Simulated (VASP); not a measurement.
A run of VASP 6.6.1 is set up as follows.

The input INCAR:

```
ALGO = Normal
EDIFF = 1E-6
ENCUT = 600
GGA = PE
GGA_COMPAT = False
ISIF = 2
ISMEAR = -1
ISPIN = 2
LASPH = True
LCHARG = False
LMAXMIX = 4
LORBIT = 11
LREAL = False
LWAVE = False
MAGMOM = 2.02
NBANDS = 14
NELM = 200
PREC = Accurate
SIGMA = 0.1
```

Contents of KPOINTS:

```
k-points
0
Gamma
  8 8 8
```

Contents of POSCAR:

```
Co
1.0
   -1.3584740000      1.3584740000      1.3584740000
    1.3584740000     -1.3584740000      1.3584740000
    1.3584740000      1.3584740000     -1.3584740000
Co
1
Direct
    0.0000000000      0.0000000000      0.0000000000
```

Potentials or basis: VASP PAW PBE potentials, release 64 (Co).

Run with:

```bash
$ cat potpaw_PBE.64/Co/POTCAR > POTCAR
$ mpirun -np 1 vasp_std > vasp.out
```

Problem. Predict the pressure.

Solution. 26.5 GPa.

Problem. Estimate the site moments.

Solution. Co +1.76 μB.

Problem. Predict the net moment.

Solution. 1.77 μB per cell.

Caveat: the k points lie up to 0.41 Å⁻¹ apart.
